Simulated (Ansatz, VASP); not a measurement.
**Li2Se: VASP beside Ansatz**

```
CELL_PARAMETERS angstrom
0.00000 3.09004 3.09004
3.09004 0.00000 3.09004
3.09004 3.09004 0.00000
ATOMIC_POSITIONS crystal
Li 0.25000 0.25000 0.25000
Li 0.75000 0.75000 0.75000
Se 0.00000 0.00000 0.00000
```

Alike in both runs: task single point; functional r2SCAN; k mesh 8 × 8 × 8; occupations gaussian, width 0.02 eV; no spin polarisation.

|  | VASP | Ansatz |
| --- | --- | --- |
| version | VASP 6.6.1 | Ansatz 0.2.0 |
| potentials or method | VASP PAW PBE potentials, release 64 (Li_sv, Se), cutoff 830 eV | scalar-relativistic, plane waves, PAW |
| valence electrons in the cell | 12 | 22 |

```csv
,VASP,Ansatz,Ansatz less VASP
gap on the k mesh at the Fermi level (eV),3.51,3.53,+0.022
least direct gap on the mesh (eV),3.75,3.68,-0.071
pressure (GPa),-3.0,-2.8,+0.20
```

VASP's potentials were made for PBE, not for r2SCAN. With one functional, cell and mesh, what is left measures potentials, basis and numerics. VASP's potentials hold 12 valence electrons a cell and Ansatz's 22, so a difference there can come from the potentials and not from the codes.
